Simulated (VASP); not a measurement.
Wanted: the native input for a VASP 6.6.1 run.

| Quantity | Value |
| --- | --- |
| Task | single point |
| Functional | PBE |
| Potentials or basis | VASP PAW PBE potentials, release 64 (Pb_d, Se) |
| Cutoff | 520 eV |
| k mesh | 10 × 10 × 10 |
| Occupations | gaussian, width 0.02 eV |
| Spin | no spin polarisation |
| Dipole correction | no |
| Further INCAR settings | ALGO = Normal; EDIFF = 1e-07; NBANDS = 17 |

The structure of PbSe lies in POSCAR:

```
PbSe
1.0
   -2.1982917864      2.1982917864      3.1093077423
    2.1982917864     -2.1982917864      3.1093077423
    2.1982917864      2.1982917864     -3.1093077423
Pb Se
1 1
Direct
    0.4976238810      0.4976238810      0.0000000000
    0.9969816041      0.9969816041      0.0000000000
```

One way to write it, as run:

INCAR

```
SYSTEM = PbSe
  PREC = Accurate
  ENCUT = 520
  EDIFF = 1E-7
  ISMEAR = 0
  SIGMA = 0.02
  LREAL = .FALSE.
  LASPH = .TRUE.
  NELM = 80
  ALGO = Normal
  ISIF = 2
  LWAVE = .FALSE.
  LCHARG = .FALSE.
  GGA = PE
  NBANDS = 17
```

KPOINTS

```
regular mesh
0
G
  10 10 10
  0 0 0
```

Potentials or basis: VASP PAW PBE potentials, release 64 (Pb_d, Se).

Command:

```sh
$ cat potpaw_PBE.64/Pb_d/POTCAR potpaw_PBE.64/Se/POTCAR > POTCAR
$ mpirun -np 1 vasp_std > vasp.out
```

Results of the run:

```
Pressure               : 0.0 GPa
Band gap on the k mesh : 0.44 eV
```

Caveat: spin-orbit coupling is left out, which moves the levels of the heavy elements.

Run time: 2.3 min on 1 thread of Intel(R) Xeon(R) Platinum 8259CL CPU @ 2.50GHz (Skylake/Cascade Lake), with other jobs on the host, peak memory 0.27 GiB.
